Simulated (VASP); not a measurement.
Wanted: the native input for a VASP 6.6.1 run.

```yaml
Task: single point
Functional: PBEsol
Potentials_or_basis: VASP PAW PBE potentials, release 64 (Ta_pv, Si)
Cutoff: 520 eV
k_mesh: 12 × 12 × 6
Occupations: gaussian, width 0.15 eV
Spin: no spin polarisation
Dipole_correction: no
Further_INCAR_settings: ALGO = Normal; EDIFF = 1e-06; NBANDS = 38
```

The structure of TaSi2 lies in POSCAR:

```
TaSi2
1.0
    4.6895753855      0.0000000000      0.0000000000
   -2.3447876927      4.0612914168      0.0000000000
    0.0000000000      0.0000000000      6.3594587496
Ta Si
3 6
Direct
    0.5000000000      0.0000000000      0.0000000000
    0.5000000000      0.5000000000      0.6666666667
    0.0000000000      0.5000000000      0.3333333333
    0.1592827538      0.3185655077      0.0000000000
    0.8407172462      0.1592827538      0.6666666667
    0.6814344923      0.8407172462      0.3333333333
    0.8407172462      0.6814344923      0.0000000000
    0.1592827538      0.8407172462      0.6666666667
    0.3185655077      0.1592827538      0.3333333333
```

This cell differs from its parent crystal: strain -0.015 along x and y, -0.030 along z.

One way to write it, as run:

INCAR

```
SYSTEM = TaSi2
PREC = Accurate
ENCUT = 520
EDIFF = 1E-6
ISMEAR = 0
SIGMA = 0.15
LREAL = .False.
LASPH = .True.
NELM = 60
ALGO = Normal
ISIF = 2
LWAVE = .False.
LCHARG = .True.
GGA = PS
LELF = .True.
LVHAR = .True.
NBANDS = 38
```

KPOINTS

```
Automatic mesh
0
Gamma
  12 12 6
  0 0 0
```

Potentials or basis: VASP PAW PBE potentials, release 64 (Ta_pv, Si).

The run is started by

```console
$ cat potpaw_PBE.64/Ta_pv/POTCAR potpaw_PBE.64/Si/POTCAR > POTCAR
$ mpirun -np 1 vasp_std > vasp.out
```

It gave:

```
Pressure               : 14.6 GPa
Largest force          : 0.062 eV/Å
Band gap on the k mesh : zero (an odd number of electrons rules out a gap without spin polarisation)
```

Caveat: the cell differs from its parent crystal (strain -0.015 along x and y, -0.030 along z); the stress differs along the axes, from 12 to 21 GPa; the PAW data sets were made with another functional, which shifts forces and pressure a little; spin-orbit coupling is left out, which moves the levels of the heavy elements; an odd number of electrons without spin polarisation forces a metal; a magnetic or distorted state may lie lower.

Wall time 9.3 min on 1 thread of Intel Xeon 8259CL (shared host), peak memory 0.38 GiB.
